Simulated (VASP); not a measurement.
# Sb (P6_3/mmc) in VASP: a series of runs

Runs on Sb. Level: BLYP. Tasks: single point.

Everything below comes from runs of VASP 6.6.1. Logs are shortened: lines on timing, memory, paths and dates and some standing lists are left out, and cuts for length are marked.

## 1. The cell of the first run

The structure is hexagonal, space group P6_3/mmc (No. 194). Conventional cell: a = 3.422 Å, b = 3.422 Å, c = 5.733 Å, α = 90.00°, β = 90.00°, γ = 120.00°. Within 4.5 Å of Sb (site symmetry -6m2) lie 12 Sb at 3.42 to 3.48 Å.

## 2. Single point, BLYP (volume scaled by 0.96)

INCAR reads:

```
PREC     = Accurate       # precision mode
ENCUT    = 520            # plane-wave cutoff, eV
EDIFF    = 1E-6           # SCF threshold, eV
ISMEAR   = -1             # smearing method
SIGMA    = 0.1            # smearing width, eV
LREAL    = F              # projectors in reciprocal space
LASPH    = T              # aspherical terms in the spheres
NELM     = 60             # most SCF steps
ALGO     = Normal         # electronic algorithm
ISIF     = 2              # what is computed and relaxed
LWAVE    = F              # write WAVECAR
LCHARG   = F              # write CHGCAR
GGA      = B5             # functional
ALDAX    = 1.0          
AGGAX    = 1.0          
AGGAC    = 1.0          
ALDAC    = 0.0          
NBANDS   = 12             # bands
```

KPOINTS reads:

```
regular mesh
0
Gamma
  12 12 6
```

POSCAR reads:

```
Sb
1.0
    3.4216502671      0.0000000000      0.0000000000
   -1.7108251335      2.9632360542      0.0000000000
    0.0000000000      0.0000000000      5.7326458648
Sb
2
Direct
    0.3333333333      0.6666666667      0.2500000000
    0.6666666667      0.3333333333      0.7500000000
```

Potentials or basis: VASP PAW PBE potentials, release 64 (Sb).

Started as:

```console
cat potpaw_PBE.64/Sb/POTCAR > POTCAR
mpirun -np 1 vasp_std > vasp.out
```

OUTCAR:

```text
PREC = Accurate
   ENCUT = 520
   EDIFF = 1E-6
   ISMEAR = -1
   LREAL = F
   LASPH = T
   NELM = 60
   ISIF = 2
   GGA = B5

 ion  position               nearest neighbor table
   1  0.333  0.667  0.250-   2 3.48   2 3.48   2 3.48   2 3.48   2 3.48   2 3.48
   2  0.667  0.333  0.750-   1 3.48   1 3.48   1 3.48   1 3.48   1 3.48   1 3.48

  LATTYP: Found a hexagonal cell.
 ALAT       =     3.4216502671
 C/A-ratio  =     1.6754038015

  Lattice vectors:

 A1 = (   3.4216502671,   0.0000000000,   0.0000000000)
 A2 = (  -1.7108251335,   2.9632360542,   0.0000000000)
 A3 = (   0.0000000000,   0.0000000000,   5.7326458648)

Analysis of symmetry for initial positions (statically):
=====================================================================
 Subroutine PRICEL returns:
 Original cell was already a primitive cell.

 Routine SETGRP: Setting up the symmetry group for a
 hexagonal supercell.

 Subroutine GETGRP returns: Found 24 space group operations
 (whereof 12 operations were pure point group operations)
 out of a pool of 24 trial point group operations.

The static configuration has the point symmetry D_3d.
 The point group associated with its full space group is D_6h.

Analysis of symmetry for dynamics (positions and initial velocities):
=====================================================================
 Subroutine PRICEL returns:
 Original cell was already a primitive cell.

 Routine SETGRP: Setting up the symmetry group for a
 hexagonal supercell.

 Subroutine GETGRP returns: Found 24 space group operations
 (whereof 12 operations were pure point group operations)
 out of a pool of 24 trial point group operations.

The dynamic configuration has the point symmetry D_3d.
 The point group associated with its full space group is D_6h.

 Subroutine INISYM returns: Found 24 space group operations
 (whereof 12 operations are pure point group operations),
 and found     1 'primitive' translations

----------------------------------------------------------------------------------------

                                     Primitive cell

  volume of cell :      58.1242

  direct lattice vectors                    reciprocal lattice vectors
     3.421650267  0.000000000  0.000000000     0.292256637  0.168734448  0.000000000
    -1.710825133  2.963236054  0.000000000     0.000000000  0.337468896  0.000000000
     0.000000000  0.000000000  5.732645865     0.000000000  0.000000000  0.174439521

  length of vectors
     3.421650267  3.421650267  5.732645865     0.337468896  0.337468896  0.174439521

  position of ions in fractional coordinates (direct lattice)
     0.333333333  0.666666667  0.250000000
     0.666666667  0.333333333  0.750000000

  ion indices of the primitive-cell ions
   primitive index   ion index
                 1           1
                 2           2

----------------------------------------------------------------------------------------

 KPOINTS: regular mesh

Automatic generation of k-mesh.
 Grid dimensions read from file:
 generate k-points for:   12   12    6

 Generating k-lattice:

  Cartesian coordinates                     Fractional coordinates (reciprocal lattice)
     0.024354720  0.014061204  0.000000000     0.083333333 -0.000000000  0.000000000
     0.000000000  0.028122408  0.000000000     0.000000000  0.083333333  0.000000000
     0.000000000  0.000000000  0.029073254     0.000000000  0.000000000  0.166666667

  Length of vectors
     0.028122408  0.028122408  0.029073254

  Shift w.r.t. Gamma in fractional coordinates (k-lattice)
     0.000000000  0.000000000  0.000000000

 Subroutine IBZKPT returns following result:
 ===========================================

 Found     76 irreducible k-points:

 Following reciprocal coordinates:
            Coordinates               Weight
  0.000000  0.000000  0.000000      1.000000
  0.083333  0.000000  0.000000      6.000000
  0.166667  0.000000  0.000000      6.000000
  0.250000  0.000000  0.000000      6.000000
  0.333333  0.000000  0.000000      6.000000
  0.416667  0.000000  0.000000      6.000000
[... 16 lines left out ...]
  0.250000  0.000000  0.166667     12.000000
  0.333333  0.000000  0.166667     12.000000
 [... further k-points ...]
   k-points           NKPTS =     76   k-points in BZ     NKDIM =     76   number of bands    NBANDS=     12
   number of dos      NEDOS =    301   number of ions     NIONS =      2
   total plane-waves  NPLWV =  37632
   dimension x,y,z NGX =    28 NGY =   28 NGZ =   48
   dimension x,y,z NGXF=    56 NGYF=   56 NGZF=   96
   ions per type =               2
   NGX,Y,Z   is equivalent  to a cutoff of  13.60, 13.60, 13.92 a.u.
   NGXF,Y,Z  is equivalent  to a cutoff of  27.21, 27.21, 27.84 a.u.
 SYSTEM =  unknown system
   PREC   = accura    normal or accurate (medium, high low for compatibility)
   ISTART =      0    job   : 0-new  1-cont  2-samecut
   ICHARG =      2    charge: 1-file 2-atom 10-const
   ISPIN  =      1    spin polarized calculation?
   LNONCOLLINEAR =      F non collinear calculations
   LSORBIT =      F    spin-orbit coupling
   LASPH  =      T    aspherical Exc in radial PAW
   ENCUT  =  520.0 eV  38.22 Ry    6.18 a.u.   6.36  6.36 10.66*2*pi/ulx,y,z
   NELM   =     60;   NELMIN=  2; NELMDL= -5     # of ELM steps
   EDIFF  = 0.1E-05   stopping-criterion for ELM
   LREAL  =      F    real-space projection
   EDIFFG = 0.1E-04   stopping-criterion for IOM
   NSW    =      0    number of steps for IOM
   IBRION =     -1    ionic relax: 0-MD 1-quasi-New 2-CG
   NFREE  =      0    steps in history (QN), initial steepest desc. (CG)
   ISIF   =      2    stress and relaxation
   ISYM   =      2    0-nonsym 1-usesym 2-fastsym
   POTIM  = 0.5000    time-step for ionic-motion
   TEBEG  =    0.0;   TEEND  =   0.0 temperature during run
   PSTRESS=    0.0 pullay stress
   NELECT =      10.0000    total number of electrons
   NUPDOWN=      -1.0000    fix difference up-down
   EMIN   =  10.00;   EMAX   =-10.00  energy-range for DOS
   EFERMI =   0.00;   METHOD = LEGACY
   ISMEAR =    -1;   SIGMA  =   0.10  broadening in eV -4-tet -1-fermi 0-gaus
   EFERMI_NEDOS =   21; number of points for ismear=-14 and -15
   IALGO  =     38    algorithm
   IMIX   =      4    mixing-type and parameters
     AMIX     =   0.40;   BMIX     =  1.00
     AMIX_MAG =   1.60;   BMIX_MAG =  1.00
  volume/ion in A,a.u.               =      29.06       196.12
  Fermi-wavevector in a.u.,A,eV,Ry     =   0.910519  1.720632 11.279848  0.829045
  Thomas-Fermi vector in A             =   2.034691
   LORBIT       =      0    0 simple, 1 ext, 2 COOP (PROOUT), +10 PAW based schemes
   GGA     = B5    functional components
   LHFCALC =     F    Hartree Fock is set to
   AEXX    =    0.0000 exact exchange contribution
   IVDW    =     0    specifies the selected vdW correction
   LEPSILON=     F    determine dielectric tensor
   LRPA    =     F    only Hartree local field effects (RPA)
 non-spin polarized calculation
  energy-cutoff  :      520.00
  volume of cell :       58.12
 maximum number of plane-waves:      1583
 NGX is ok and might be reduce to    28
   NGX = 13   NGY = 13   NGZ = 21

 number of electron      10.0000000 magnetization

 Free energy of the ion-electron system (eV)
  ---------------------------------------------------
  ext. energy  EPLUGINS =         0.00000000
  ---------------------------------------------------
  free energy    TOTEN  =        -5.97744112 eV

  energy without entropy =       -5.94307247  energy(sigma->0) =       -5.96025679

 E-fermi :   8.0570     XC(G=0):  -9.2329

 val. band max:        8.0316917651   @ k =   0.2500   0.2500   0.1667
 cond. band min:       8.1131067364   @ k =   0.5000   0.0000   0.3333
 fundamental gap:      0.0814149714
 Fermi energy:         8.0569828067

 k-point     1 :       0.0000    0.0000    0.0000
  band No.  band energies     occupation
      1      -4.3232      2.00000
      2      -1.2767      2.00000
      3       2.7682      2.00000
      4      11.3917      0.00000
      5      11.3917      0.00000
      6      12.3643      0.00000
      7      12.7361      0.00000
      8      12.7361      0.00000
      9      15.9379      0.00000
     10      17.0515      0.00000
     11      17.9128      0.00000
     12      17.9128      0.00000

 k-point     2 :       0.0833    0.0000    0.0000
  band No.  band energies     occupation
      1      -4.2087      2.00000
      2      -1.1772      2.00000
      3       2.8878      2.00000
      4      10.3449      0.00000
      5      11.0092      0.00000
      6      12.1061      0.00000
      7      12.2947      0.00000
      8      12.7461      0.00000
      9      16.2033      0.00000
     10      16.9336      0.00000
     11      17.8026      0.00000
     12      18.0722      0.00000

 k-point     3 :       0.1667    0.0000    0.0000
  band No.  band energies     occupation
      1      -3.8674      2.00000
      2      -0.8870      2.00000
      3       3.2434      2.00000
      4       8.4113      0.05624
      5      10.2779      0.00000
      6      10.6274      0.00000
      7      11.9833      0.00000
      8      12.5021      0.00000
      9      15.0872      0.00000
     10      17.0189      0.00000
     11      17.6526      0.00000
     12      17.9834      0.00000
[... 286 lines left out ...]
 k-point    23 :       0.2500    0.0000    0.1667
  band No.  band energies     occupation
      1      -3.1904      2.00000
      2      -0.8129      2.00000
      3       4.3719      2.00000
      4       6.6391      2.00000
      5       8.4781      0.02922
      6       9.6817      0.00000
      7      11.0651      0.00000
      8      11.7807      0.00000
      9      14.2045      0.00000
     10      15.5797      0.00000
     11      16.4694      0.00000
     12      18.4691      0.00000

 k-point    24 :       0.3333    0.0000    0.1667
  band No.  band energies     occupation
      1      -2.4413      2.00000
      2      -0.2574      2.00000
      3       4.4335      2.00000
      4       5.6354      2.00000
      5       6.7531      2.00000
      6       9.1244      0.00005
      7      10.3159      0.00000
      8      11.3111      0.00000
      9      13.5895      0.00000
     10      14.9165      0.00000
     11      16.2702      0.00000
     12      18.0687      0.00000

 [... further k-points ...]
[... 5 lines left out ...]
  --------------------------------------------------------------------------------------
  -------------------------------------------------------------------------------------
  Total        0.7842987      0.7842987      0.7019887      0.0000000      0.0000000      0.0000000
  in kB       21.6189760     21.6189760     19.3501220      0.0000000      0.0000000      0.0000000
  external PRESSURE =      20.8626913 kB  Pullay stress =       0.0000000 kB

 VOLUME and BASIS-vectors are now :
 -----------------------------------------------------------------------------
  energy-cutoff  :      520.00
  volume of cell :       58.12
      direct lattice vectors                 reciprocal lattice vectors
     3.421650267  0.000000000  0.000000000     0.292256637  0.168734448  0.000000000
    -1.710825133  2.963236054  0.000000000     0.000000000  0.337468896  0.000000000
     0.000000000  0.000000000  5.732645865     0.000000000  0.000000000  0.174439521

 POSITION                                       TOTAL-FORCE (eV/Angst)
 -----------------------------------------------------------------------------------
     -0.00000      1.97549      1.43316         0.000000     -0.000000      0.000000
      1.71083      0.98775      4.29948        -0.000000      0.000000      0.000000
 -----------------------------------------------------------------------------------
    total drift:                                0.000000     -0.000000      0.000000

  FREE ENERGIE OF THE ION-ELECTRON SYSTEM (eV)
  ---------------------------------------------------
  free  energy   TOTEN  =        -5.9774411211 eV

  energy  without entropy=       -5.9430724670  energy(sigma->0) =       -5.96025679
```

Run time: 20 s. Hardware: 1 thread of Intel Xeon 6975P-C (Granite Rapids), shared host; peak memory 0.2 GiB.

What came out:

```yaml
Free_energy: -5.9774 eV
Pressure: 2.1 GPa
Band_gap_on_the_k_mesh: zero (band 5 reaches 12.04 eV, above the bottom of band 6 at 5.17 eV)
```

Levels at points of the mesh, in eV from the Fermi level:
```tsv
k point	band 1	band 2	band 3	band 4	band 5	band 6	band 7	band 8	band 9	band 10
(0.00, 0.00, 0.00)	-12.38	-9.33	-5.29	3.33	3.33	4.31	4.68	4.68	7.88	8.99
(0.50, 0.00, 0.00)	-9.18	-8.03	-4.24	-3.06	-2.01	0.07	0.47	3.11	4.88	7.36
(0.00, 0.00, 0.50)	-11.32	-11.32	-1.09	-1.09	3.99	3.99	3.99	3.99	8.73	8.73
(0.50, 0.00, 0.50)	-8.49	-8.49	-4.83	-4.83	1.33	1.33	1.51	1.51	6.02	6.02
```

Caveat: the cell differs from its parent crystal (volume scaled by 0.96); the PAW data sets were made with another functional, which shifts forces and pressure a little; spin-orbit coupling is left out, which moves the levels of the heavy elements.

## 3. Single point, BLYP

This run uses another cell than the first one, of 30.27 Å³/atom, 1.042 times its volume.

INCAR reads:

```
PREC     = Accurate       # precision mode
ENCUT    = 520            # plane-wave cutoff, eV
EDIFF    = 1E-7           # SCF threshold, eV
ISMEAR   = -1             # smearing method
SIGMA    = 0.1            # smearing width, eV
LREAL    = False          # projectors in reciprocal space
LASPH    = True           # aspherical terms in the spheres
NELM     = 100            # most SCF steps
ALGO     = Normal         # electronic algorithm
ISIF     = 2              # what is computed and relaxed
LWAVE    = False          # write WAVECAR
LCHARG   = True           # write CHGCAR
GGA      = B5             # functional
ALDAX    = 1.0          
AGGAX    = 1.0          
AGGAC    = 1.0          
ALDAC    = 0.0          
LELF     = True           # ELF
LVHAR    = True         
NBANDS   = 12             # bands
```

KPOINTS reads:

```
Automatic mesh
0
Gamma
  12 12 6
```

POSCAR reads:

```
Sb
1.0
    3.4685280138      0.0000000000      0.0000000000
   -1.7342640069      3.0038333737      0.0000000000
    0.0000000000      0.0000000000      5.8111850198
Sb
2
Direct
    0.3333333333      0.6666666667      0.2500000000
    0.6666666667      0.3333333333      0.7500000000
```

Potentials or basis: VASP PAW PBE potentials, release 64 (Sb).

Started as:

```console
cat potpaw_PBE.64/Sb/POTCAR > POTCAR
mpirun -np 1 vasp_std > vasp.out
```

It took 25 s on 1 thread of Intel Xeon 6975P-C (Granite Rapids), shared host; peak memory 0.2 GiB.

It converged, with:

| Item | Value |
| --- | --- |
| Free energy | -5.9929 eV |
| Pressure | 0.0 GPa |
| Band gap on the k mesh | zero (band 5 reaches 11.32 eV, above the bottom of band 6 at 4.82 eV) |

Levels at points of the mesh, in eV from the Fermi level:
| k point | band 1 | band 2 | band 3 | band 4 | band 5 | band 6 | band 7 | band 8 | band 9 | band 10 |
| --- | --- | --- | --- | --- | --- | --- | --- | --- | --- | --- |
| (0.00, 0.00, 0.00) | -12.10 | -9.25 | -5.05 | 3.15 | 3.15 | 4.05 | 4.41 | 4.41 | 7.69 | 8.92 |
| (0.50, 0.00, 0.00) | -9.08 | -8.00 | -4.11 | -2.95 | -1.90 | 0.11 | 0.45 | 2.93 | 4.88 | 7.22 |
| (0.00, 0.00, 0.50) | -11.09 | -11.09 | -1.08 | -1.08 | 3.76 | 3.76 | 3.76 | 3.76 | 8.54 | 8.54 |
| (0.50, 0.00, 0.50) | -8.46 | -8.46 | -4.61 | -4.61 | 1.24 | 1.24 | 1.44 | 1.44 | 5.96 | 5.96 |

Caveat: the PAW data sets were made with another functional, which shifts forces and pressure a little; spin-orbit coupling is left out, which moves the levels of the heavy elements.
